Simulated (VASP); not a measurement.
# BaIrO3: single point with LDA

The system is BaIrO3.

```
Ba Ir O
1.0
     4.10090    0.00000    0.00000
     0.00000    4.10090    0.00000
     0.00000    0.00000    4.10090
Ba Ir O
1 1 3
Direct
  0.50000 0.50000 0.50000
  0.00000 0.00000 0.00000
  0.50000 0.00000 0.00000
  0.00000 0.50488 0.00000
  0.00000 0.00000 0.50000
```

```json
{"Program": "VASP 6.6.1", "Task": "single point", "Functional": "LDA", "Potentials or basis": "VASP PAW LDA potentials, release 64 (Ba_sv, Ir, O)", "Cutoff": "520 eV", "k mesh": "6 × 6 × 6", "Occupations": "fermi-dirac, width 0.1 eV", "Spin": "no spin polarisation", "Dipole correction": "no", "Further INCAR settings": "ALGO = Normal; EDIFF = 1e-06; NBANDS = 26"}
```

```
Pressure               : -12.8 GPa
Largest force          : 0.236 eV/Å
Band gap on the k mesh : zero (an odd number of electrons rules out a gap without spin polarisation)
```

Forces on the atoms (eV/Å):
```
Ba   0.000  0.006  0.000
Ir   0.000  0.165  0.000
O    0.000  0.033  0.000
O    0.000 -0.236  0.000
O    0.000  0.033  0.000
```

Levels at points of the mesh, in eV from the Fermi level:
```tsv
k point	band 17	band 18	band 19	band 20	band 21	band 22
(0.00, 0.00, 0.00)	-2.18	-2.17	-2.17	-0.59	-0.58	3.32
(0.50, 0.00, 0.00)	-2.73	-0.58	-0.08	-0.08	1.84	5.15
(0.00, 0.50, 0.00)	-2.77	-0.58	-0.08	-0.08	1.84	5.15
(0.50, 0.50, 0.00)	-0.18	-0.18	0.22	0.45	5.10	5.75
(0.50, 0.00, 0.50)	-0.18	-0.18	0.22	0.45	5.10	5.75
(0.50, 0.50, 0.50)	0.65	0.65	0.65	4.64	4.64	4.64
```

Wall time 47 s on 1 thread of Intel(R) Xeon(R) Platinum 8488C (Sapphire Rapids), on a shared host, peak memory 0.2 GiB.

Caveat: the cell stands under tension; spin-orbit coupling is left out, which moves the levels of the heavy elements; an odd number of electrons without spin polarisation forces a metal; a magnetic or distorted state may lie lower.
